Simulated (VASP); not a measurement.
Here is a VASP 6.6.1 calculation.

The input POSCAR:

```
Si3Ge
1.0
    3.8880966177      0.0000000000      0.0000000000
    0.0000000000      3.8880966177      0.0000000000
    0.0000000000      0.0000000000      5.4836775972
Si Ge
3 1
Direct
    0.5000000000      0.0000000000      0.7548774920
    0.5000000000      0.5000000000      0.0000000000
    0.0000000000      0.5000000000      0.2451225080
    0.0000000000      0.0000000000      0.5000000000
```

File INCAR.step1:

```
SYSTEM = Si3Ge
PREC = Accurate ; ENCUT = 520
EDIFF = 1E-5 ; ISMEAR = 0
SIGMA = 0.01 ; LREAL = .FALSE.
LASPH = .TRUE. ; NELM = 80
ALGO = Normal ; ISIF = 2
LWAVE = .TRUE. ; NBANDS = 21
GGA = PE
```

The input INCAR.step2:

```
SYSTEM = Si3Ge
PREC = Accurate ; ENCUT = 520
EDIFF = 1E-6 ; ISMEAR = 0
SIGMA = 0.01 ; LREAL = .FALSE.
LASPH = .TRUE. ; NELM = 80
ALGO = Normal ; ISIF = 2
LWAVE = .FALSE. ; LCHARG = .TRUE.
GGA = PE ; LHFCALC = .TRUE.
AEXX = 0.35 ; HFSCREEN = 0.5
PRECFOCK = Normal ; LELF = .TRUE.
LVHAR = .TRUE. ; NBANDS = 21
ISTART = 1
```

KPOINTS

```
Automatic mesh
0
G
  4 4 2
  0 0 0
```

Potentials or basis: VASP PAW PBE potentials, release 64 (Si, Ge_d).

Run with:

```sh
$ cat potpaw_PBE.64/Si/POTCAR potpaw_PBE.64/Ge_d/POTCAR > POTCAR
$ cp INCAR.step1 INCAR
$ mpirun -np 1 vasp_std > vasp.out
$ cp INCAR.step2 INCAR
$ mpirun -np 1 vasp_std > vasp.out
```

Estimate the pressure.

0.4 GPa.

What does it give for the band gap on the k mesh?

0.74 eV, indirect (least direct gap 0.99 eV).

What does it give for the largest force?

0.074 eV/Å.

Forces on the atoms (eV/Å):
```
Si   0.000  0.000  0.074
Si   0.000  0.000  0.000
Si   0.000  0.000 -0.074
Ge   0.000  0.000  0.000
```

Caveat: the k points lie up to 0.57 Å⁻¹ apart; the PAW data sets were made with another functional, which shifts forces and pressure a little. A k mesh can miss the band edges.
